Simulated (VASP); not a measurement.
A run of VASP 6.6.1 is set up as follows.

Contents of INCAR:

```
ALGO = Fast
EDIFF = 1E-6
ENCUT = 520
GGA = PE
ISIF = 2
ISMEAR = 0
LASPH = True
LCHARG = False
LREAL = False
LWAVE = False
NBANDS = 13
NELM = 100
PREC = Accurate
SIGMA = 0.1
```

File KPOINTS:

```
k-points
0
Gamma
  20 16 8
```

The input POSCAR:

```
LiBe
1.0
    2.5898550832      0.0000000000     -0.2741065293
    0.0000000000      2.7277841935      0.0000000000
   -1.8690365892      0.0000000000      7.0357606022
Li Be
2 2
Direct
    0.5760105265      0.7500000000      0.8268403803
    0.4239894735      0.2500000000      0.1731596197
    0.8214694906      0.2500000000      0.5716190124
    0.1785305094      0.7500000000      0.4283809876
```

Potentials or basis: VASP PAW PBE potentials, release 64 (Li_sv, Be).

Command:

```sh
$ cat potpaw_PBE.64/Li_sv/POTCAR potpaw_PBE.64/Be/POTCAR > POTCAR
$ mpirun -np 1 vasp_std > vasp.out
```

Q: Estimate the band gap on the k mesh.

A: Zero (bands 5 and 6 overlap by 3.98 eV).

Forces on the atoms (eV/Å):
```
Li   0.001  0.000 -0.002
Li  -0.001  0.000  0.002
Be   0.001  0.000  0.002
Be  -0.001  0.000 -0.002
```
